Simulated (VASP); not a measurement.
# CaZn23S24 (a cell with a defect) in VASP: electric field gradients with PBE

Aim: the electric field gradients of CaZn23S24 (a cell with a defect) with PBE.

Program: VASP 6.6.1. These are calculated values, not measurements. Logs are shortened: lines on timing, memory, paths and dates and some standing lists are left out, and cuts for length are marked.

### Step 1. The cell of the first run

The cell holds a defect, 48 atoms: a = 7.624 Å, b = 7.624 Å, c = 18.690 Å, α = 90.00°, β = 90.00°, γ = 120.00°.

### Step 2. Electric field gradients, PBE

Input file INCAR:

```
SYSTEM = CaZn23S24
  ALGO = Normal
  EDIFF = 1E-8
  ENCUT = 520
  GGA = PE
  ISIF = 2
  ISMEAR = -1
  LASPH = .True.
  LCHARG = .False.
  LEFG = .True.
  LREAL = Auto
  LWAVE = .False.
  NBANDS = 245
  NELM = 100
  PREC = Accurate
  SIGMA = 0.01
```

Input file KPOINTS:

```
k-points
0
Gamma
  3 3 1
  0 0 0
```

Input file POSCAR:

```
CaZn23S24
1.0
    7.6240000000      0.0000000000      0.0000000000
   -3.8120000000      6.6025776784      0.0000000000
    0.0000000000      0.0000000000     18.6899900000
Zn Ca S
23 1 24
Direct
    0.0000000000      0.0000000000      0.0000000000
    0.0000000000      0.5000000000      0.0000000000
    0.5000000000      0.0000000000      0.0000000000
    0.5000000000      0.5000000000      0.0000000000
    0.0000000000      0.0000000000      0.5000000000
    0.0000000000      0.5000000000      0.5000000000
    0.5000000000      0.0000000000      0.5000000000
    0.5000000000      0.5000000000      0.5000000000
    0.1666666666      0.3333333334      0.1666700000
    0.1666666666      0.8333333334      0.1666700000
    0.6666666666      0.3333333334      0.1666700000
    0.6666666666      0.8333333334      0.1666700000
    0.3333333334      0.1666666666      0.6666700000
    0.3333333334      0.6666666666      0.6666700000
    0.8333333334      0.1666666666      0.6666700000
    0.8333333334      0.6666666666      0.6666700000
    0.3333333334      0.6666666666      0.3333300000
    0.8333333334      0.1666666666      0.3333300000
    0.8333333334      0.6666666666      0.3333300000
    0.1666666666      0.3333333334      0.8333300000
    0.1666666666      0.8333333334      0.8333300000
    0.6666666666      0.3333333334      0.8333300000
    0.6666666666      0.8333333334      0.8333300000
    0.3333333334      0.1666666666      0.3333300000
    0.0000000000      0.0000000000      0.1250000000
    0.0000000000      0.5000000000      0.1250000000
    0.5000000000      0.0000000000      0.1250000000
    0.5000000000      0.5000000000      0.1250000000
    0.0000000000      0.0000000000      0.6250000000
    0.0000000000      0.5000000000      0.6250000000
    0.5000000000      0.0000000000      0.6250000000
    0.5000000000      0.5000000000      0.6250000000
    0.1666666666      0.3333333334      0.2916700000
    0.1666666666      0.8333333334      0.2916700000
    0.6666666666      0.3333333334      0.2916700000
    0.6666666666      0.8333333334      0.2916700000
    0.3333333334      0.1666666666      0.7916700000
    0.3333333334      0.6666666666      0.7916700000
    0.8333333334      0.1666666666      0.7916700000
    0.8333333334      0.6666666666      0.7916700000
    0.3333333334      0.1666666666      0.4583300000
    0.3333333334      0.6666666666      0.4583300000
    0.8333333334      0.1666666666      0.4583300000
    0.8333333334      0.6666666666      0.4583300000
    0.1666666666      0.3333333334      0.9583300000
    0.1666666666      0.8333333334      0.9583300000
    0.6666666666      0.3333333334      0.9583300000
    0.6666666666      0.8333333334      0.9583300000
```

Potentials or basis: VASP PAW PBE potentials, release 64 (Zn, Ca_sv, S).

The run is started by

```
> cat potpaw_PBE.64/Zn/POTCAR potpaw_PBE.64/Ca_sv/POTCAR potpaw_PBE.64/S/POTCAR > POTCAR
> mpirun -np 1 vasp_std > vasp.out
```

OUTCAR:

```text
SYSTEM = CaZn23S24
   EDIFF = 1E-8
   ENCUT = 520
   GGA = PE
   ISIF = 2
   ISMEAR = -1
   LASPH = .True.
   LREAL = Auto
   NELM = 100
   PREC = Accurate

 ion  position               nearest neighbor table
   1  0.000  0.000  0.000-  46 2.33  45 2.33  48 2.33  25 2.34
   2  0.000  0.500  0.000-  45 2.33  46 2.33  47 2.33  26 2.34
   3  0.500  0.000  0.000-  48 2.33  47 2.33  46 2.33  27 2.34
   4  0.500  0.500  0.000-  47 2.33  48 2.33  45 2.33  28 2.34
   5  0.000  0.000  0.500-  43 2.33  44 2.33  41 2.33  29 2.34
   6  0.000  0.500  0.500-  44 2.33  43 2.33  42 2.33  30 2.34
[... 40 lines left out ...]
  47  0.667  0.333  0.958-   4 2.33   3 2.33   2 2.33  22 2.34
  48  0.667  0.833  0.958-   3 2.33   4 2.33   1 2.33  23 2.34

  LATTYP: Found a hexagonal cell.
 ALAT       =     7.6240000000
 C/A-ratio  =     2.4514677335

  Lattice vectors:

 A1 = (   7.6240000000,   0.0000000000,   0.0000000000)
 A2 = (  -3.8120000000,   6.6025776784,   0.0000000000)
 A3 = (   0.0000000000,   0.0000000000,  18.6899900000)

Analysis of symmetry for initial positions (statically):
=====================================================================
 Subroutine PRICEL returns:
 Original cell was already a primitive cell.

 Routine SETGRP: Setting up the symmetry group for a
 hexagonal supercell.

 Subroutine GETGRP returns: Found  6 space group operations
 (whereof  2 operations were pure point group operations)
 out of a pool of 24 trial point group operations.

The static configuration has the point symmetry C_1h.
 The point group associated with its full space group is C_3v.

Analysis of symmetry for dynamics (positions and initial velocities):
=====================================================================
 Subroutine PRICEL returns:
 Original cell was already a primitive cell.

 Routine SETGRP: Setting up the symmetry group for a
 hexagonal supercell.

 Subroutine GETGRP returns: Found  6 space group operations
 (whereof  2 operations were pure point group operations)
 out of a pool of 24 trial point group operations.

The dynamic configuration has the point symmetry C_1h.
 The point group associated with its full space group is C_3v.

 Subroutine INISYM returns: Found  6 space group operations
 (whereof  2 operations are pure point group operations),
 and found     1 'primitive' translations

----------------------------------------------------------------------------------------

                                     Primitive cell

  volume of cell :     940.8177

  direct lattice vectors                    reciprocal lattice vectors
     7.624000000  0.000000000  0.000000000     0.131164743  0.075728000  0.000000000
    -3.812000000  6.602577678  0.000000000     0.000000000  0.151455999  0.000000000
     0.000000000  0.000000000 18.689990000     0.000000000  0.000000000  0.053504577

  length of vectors
     7.624000000  7.624000000 18.689990000     0.151455999  0.151455999  0.053504577

  position of ions in fractional coordinates (direct lattice)
     0.000000000  0.000000000  0.000000000
     0.000000000  0.500000000  0.000000000
     0.500000000  0.000000000  0.000000000
     0.500000000  0.500000000  0.000000000
     0.000000000  0.000000000  0.500000000
     0.000000000  0.500000000  0.500000000
[... 40 lines left out ...]
     0.666666667  0.333333333  0.958330000
     0.666666667  0.833333333  0.958330000

  ion indices of the primitive-cell ions
   primitive index   ion index
                 1           1
                 2           2
                 3           3
                 4           4
                 5           5
                 6           6
[... 40 lines left out ...]
                47          47
                48          48

----------------------------------------------------------------------------------------

 KPOINTS: k-points

Automatic generation of k-mesh.
 Grid dimensions read from file:
 generate k-points for:    3    3    1

[... 46 lines left out ...]
   NFREE  =      0    steps in history (QN), initial steepest desc. (CG)
   ISIF   =      2    stress and relaxation
   ISYM   =      2    0-nonsym 1-usesym 2-fastsym
   POTIM  = 0.5000    time-step for ionic-motion
   TEBEG  =    0.0;   TEEND  =   0.0 temperature during run
   PSTRESS=    0.0 pullay stress
   NELECT =     430.0000    total number of electrons
   NUPDOWN=      -1.0000    fix difference up-down
   EMIN   =  10.00;   EMAX   =-10.00  energy-range for DOS
   EFERMI =   0.00;   METHOD = LEGACY
   ISMEAR =    -1;   SIGMA  =   0.01  broadening in eV -4-tet -1-fermi 0-gaus
   EFERMI_NEDOS =   21; number of points for ismear=-14 and -15
   IALGO  =     38    algorithm
   IMIX   =      4    mixing-type and parameters
     AMIX     =   0.40;   BMIX     =  1.00
     AMIX_MAG =   1.60;   BMIX_MAG =  1.00
  volume/ion in A,a.u.               =      19.60       132.27
  Fermi-wavevector in a.u.,A,eV,Ry     =   1.261041  2.383022 21.636312  1.590224
  Thomas-Fermi vector in A             =   2.394520
   LORBIT       =      0    0 simple, 1 ext, 2 COOP (PROOUT), +10 PAW based schemes
   GGA     = PE    functional components
   LHFCALC =     F    Hartree Fock is set to
   AEXX    =    0.0000 exact exchange contribution
   IVDW    =     0    specifies the selected vdW correction
   LEPSILON=     F    determine dielectric tensor
   LRPA    =     F    only Hartree local field effects (RPA)
 non-spin polarized calculation
  energy-cutoff  :      520.00
  volume of cell :      940.82
 maximum number of plane-waves:     25428
 NGX is ok and might be reduce to    60
   NGX = 29   NGY = 29   NGZ = 69

 number of electron     430.0000300 magnetization

 Free energy of the ion-electron system (eV)
  ---------------------------------------------------
  ext. energy  EPLUGINS =         0.00000000
  ---------------------------------------------------
  free energy    TOTEN  =      -164.68745098 eV

  energy without entropy =     -164.68745098  energy(sigma->0) =     -164.68745098

 E-fermi :   2.5191     XC(G=0):  -9.6606

 val. band max:        2.2029225360   @ k =   0.0000   0.0000   0.0000
 cond. band min:       4.4614011167   @ k =   0.0000   0.0000   0.0000
 fundamental gap:      2.2584785807
 Fermi energy:         2.5190903621

 k-point     1 :       0.0000    0.0000    0.0000
  band No.  band energies     occupation
      1     -35.7303      2.00000
      2     -17.1506      2.00000
      3     -17.1472      2.00000
      4     -17.1472      2.00000
      5     -10.9195      2.00000
      6     -10.7353      2.00000
[... 679 lines left out ...]
    226       6.6457      0.00000
    227       6.8149      0.00000
 [bands above 227 left out]

------------------------ aborting loop because EDIFF is reached ----------------------------------------

  FORCE on cell =-STRESS in cart. coord.  units (eV):
  Direction    XX          YY          ZZ          XY          YZ          ZX
  --------------------------------------------------------------------------------------
  -------------------------------------------------------------------------------------
  Total       24.7508186     24.7508186     24.7528810      0.0000000      0.0000000      0.0000000
  in kB       42.1497180     42.1497180     42.1532302      0.0000000      0.0000000      0.0000000
  external PRESSURE =      42.1508888 kB  Pullay stress =       0.0000000 kB

 VOLUME and BASIS-vectors are now :
 -----------------------------------------------------------------------------
  energy-cutoff  :      520.00
  volume of cell :      940.82
      direct lattice vectors                 reciprocal lattice vectors
     7.624000000  0.000000000  0.000000000     0.131164743  0.075728000  0.000000000
    -3.812000000  6.602577678  0.000000000     0.000000000  0.151455999  0.000000000
     0.000000000  0.000000000 18.689990000     0.000000000  0.000000000  0.053504577

 POSITION                                       TOTAL-FORCE (eV/Angst)
 -----------------------------------------------------------------------------------
      0.00000      0.00000      0.00000         0.003174      0.001833     -0.013528
     -1.90600      3.30129      0.00000        -0.000000      0.000000      0.031767
      3.81200      0.00000      0.00000        -0.003174      0.001833     -0.013528
      1.90600      3.30129      0.00000        -0.000000     -0.003665     -0.013528
      0.00000      0.00000      9.34500         0.034243      0.019770      0.089183
     -1.90600      3.30129      9.34500        -0.000000      0.000000      0.019393
[... 40 lines left out ...]
      3.81200      2.20086     17.91118        -0.002314     -0.001336     -0.031738
      1.90600      5.50215     17.91118        -0.000000     -0.000000     -0.022335
 -----------------------------------------------------------------------------------
    total drift:                                0.000007     -0.000011      0.006785

  FREE ENERGIE OF THE ION-ELECTRON SYSTEM (eV)
  ---------------------------------------------------
  free  energy   TOTEN  =      -164.6874509752 eV

  energy  without entropy=     -164.6874509752  energy(sigma->0) =     -164.68745098

 Electric field gradients (V/A^2)
---------------------------------------------------------------------
 ion       V_xx      V_yy      V_zz      V_xy      V_xz      V_yz
---------------------------------------------------------------------
   1       0.160     0.088    -0.248     0.061     0.048     0.028
   2       1.057     1.056    -2.113    -0.001    -0.000     0.000
   3       0.160     0.088    -0.248    -0.063    -0.048     0.028
   4       0.053     0.195    -0.248    -0.001    -0.000    -0.055
   5       0.927     1.004    -1.931    -0.068    -1.030    -0.595
   6       0.726     0.725    -1.451    -0.001     0.000    -0.000
[... 40 lines left out ...]
  47      -0.519    -0.180     0.699    -0.294    -0.305    -0.176
  48      -0.338    -0.338     0.676    -0.000    -0.000     0.000
---------------------------------------------------------------------

 Electric field gradients after diagonalization (V/A^2)
 (convention: |V_zz| > |V_xx| > |V_yy|)
----------------------------------------------------------------------
 ion       V_xx      V_yy      V_zz     asymmetry (V_yy - V_xx)/ V_zz
----------------------------------------------------------------------
   1       0.202     0.053    -0.255       0.583
   2       1.058     1.056    -2.113       0.001
   3       0.203     0.052    -0.255       0.594
   4       0.202     0.053    -0.255       0.583
   5       1.322     1.044    -2.366       0.117
   6       0.726     0.724    -1.451       0.001
[... 40 lines left out ...]
  47      -0.774    -0.010     0.783       0.975
  48      -0.338    -0.337     0.676       0.001
----------------------------------------------------------------------

           NMR quadrupolar parameters

 Cq : quadrupolar parameter    Cq=e*Q*V_zz/h
 eta: asymmetry parameters     (V_yy - V_xx)/ V_zz
 Q  : nuclear electric quadrupole moment in mb (millibarn)
----------------------------------------------------------------------
 ion       Cq(MHz)       eta       Q (mb)
----------------------------------------------------------------------
   1      -0.001       0.583       1.000
   2      -0.005       0.001       1.000
   3      -0.001       0.594       1.000
   4      -0.001       0.583       1.000
   5      -0.006       0.117       1.000
   6      -0.004       0.001       1.000
[... 40 lines left out ...]
  47       0.002       0.975       1.000
  48       0.002       0.001       1.000
----------------------------------------------------------------------
```

It took 27 min on 1 thread of Intel Xeon 6975P-C (Granite Rapids), shared host; peak memory 1.2 GiB.

Results:

```yaml
Free_energy: -164.6875 eV
Pressure: 4.2 GPa
Largest_force: 3.275 eV/Å
Band_gap_on_the_k_mesh: 2.26 eV
Largest_electric_field_gradient_by_atom: Zn -0.3, -2.1, -2.4, -1.5, +2.2, +1.7, +1.0, +1.1, -2.3, +0.6, +0.7 (each value once); Ca +0.6; S +1.7, +0.4, +2.3, +2.5, -95.8, -0.3, +0.5, -92.4, -0.8, +0.8, +0.7 (each value once) V/Å²
```

Forces on the atoms (eV/Å):
```
Zn   0.003  0.002 -0.014
Zn   0.000  0.000  0.032
Zn  -0.003  0.002 -0.014
Zn   0.000 -0.004 -0.014
Zn   0.034  0.020  0.089
Zn   0.000  0.000  0.019
Zn  -0.034  0.020  0.089
Zn   0.000 -0.040  0.089
Zn  -0.093  0.054  0.034
Zn   0.000 -0.108  0.034
Zn   0.093  0.054  0.034
Zn   0.000  0.000  0.000
Zn   0.000  0.000 -0.003
Zn   0.012  0.007  0.021
Zn   0.000 -0.014  0.021
Zn  -0.012  0.007  0.021
Zn  -0.122 -0.070 -0.092
Zn   0.000  0.140 -0.092
Zn   0.122 -0.070 -0.092
Zn   0.001 -0.001  0.003
Zn   0.000  0.001  0.003
Zn  -0.001 -0.001  0.003
Zn   0.000  0.000 -0.003
Ca   0.000  0.000  0.014
S   -0.001  0.000  0.029
S    0.000  0.000 -0.069
S    0.001  0.000  0.029
S    0.000  0.001  0.029
S   -0.016 -0.009  0.030
S    0.000  0.000  0.009
S    0.016 -0.009  0.030
S    0.000  0.019  0.030
S   -2.649  1.529 -1.102
S    0.000 -3.058 -1.102
S    2.649  1.529 -1.102
S    0.000  0.000  0.004
S    0.000  0.000 -0.016
S   -0.002 -0.001 -0.010
S    0.000  0.002 -0.010
S    0.002 -0.001 -0.010
S    0.000  0.000  3.275
S    0.005  0.003 -0.036
S    0.000 -0.006 -0.036
S   -0.005  0.003 -0.036
S    0.002 -0.001 -0.032
S    0.000  0.003 -0.032
S   -0.002 -0.001 -0.032
S    0.000  0.000 -0.022
```

Levels at points of the mesh, in eV from the valence-band top:
| k point | band 211 | band 212 | band 213 | band 214 | band 215 | band 216 | band 217 | band 218 | band 219 | band 220 |
| --- | --- | --- | --- | --- | --- | --- | --- | --- | --- | --- |
| (0.00, 0.00, 0.00) | -0.19 | -0.19 | -0.06 | 0.00 | 0.00 | 2.26 | 3.21 | 3.34 | 3.36 | 3.40 |

Electric field gradients, principal values (V/Å²):
```tsv
atom	least	middle	greatest (by size)
1 Zn	0.053	0.202	-0.255
2 Zn	1.056	1.058	-2.113
3 Zn	0.052	0.203	-0.255
4 Zn	0.053	0.202	-0.255
5 Zn	1.044	1.322	-2.366
6 Zn	0.724	0.726	-1.451
7 Zn	1.043	1.323	-2.366
8 Zn	1.044	1.322	-2.366
9 Zn	-0.003	-2.158	2.161
10 Zn	-0.001	-2.160	2.161
11 Zn	-0.001	-2.160	2.161
12 Zn	-0.872	-0.874	1.746
13 Zn	-0.489	-0.491	0.980
14 Zn	-0.473	-0.650	1.123
15 Zn	-0.473	-0.650	1.123
16 Zn	-0.471	-0.651	1.123
17 Zn	1.031	1.273	-2.304
18 Zn	1.031	1.273	-2.304
19 Zn	1.031	1.272	-2.303
20 Zn	-0.288	-0.315	0.603
21 Zn	-0.287	-0.316	0.603
22 Zn	-0.287	-0.316	0.603
23 Zn	-0.361	-0.363	0.724
24 Ca	-0.305	-0.310	0.615
25 S	-0.207	-1.497	1.704
26 S	-0.189	-0.190	0.379
27 S	-0.207	-1.497	1.704
28 S	-0.207	-1.497	1.704
29 S	-0.368	-1.923	2.291
30 S	-1.238	-1.239	2.477
31 S	-0.369	-1.923	2.292
32 S	-0.368	-1.923	2.291
33 S	47.817	47.971	-95.789
34 S	47.818	47.971	-95.789
35 S	47.818	47.971	-95.789
36 S	0.135	0.136	-0.271
37 S	-0.226	-0.227	0.454
38 S	-0.205	-0.249	0.454
39 S	-0.205	-0.249	0.454
40 S	-0.205	-0.250	0.454
41 S	46.189	46.190	-92.379
42 S	0.372	0.394	-0.766
43 S	0.372	0.394	-0.766
44 S	0.372	0.393	-0.765
45 S	-0.010	-0.773	0.783
46 S	-0.010	-0.774	0.783
47 S	-0.010	-0.774	0.783
48 S	-0.337	-0.338	0.676
```

Caveat: without QUAD_EFG the Cq values of the log hold for a quadrupole moment of 1 mb, not for the nuclei.
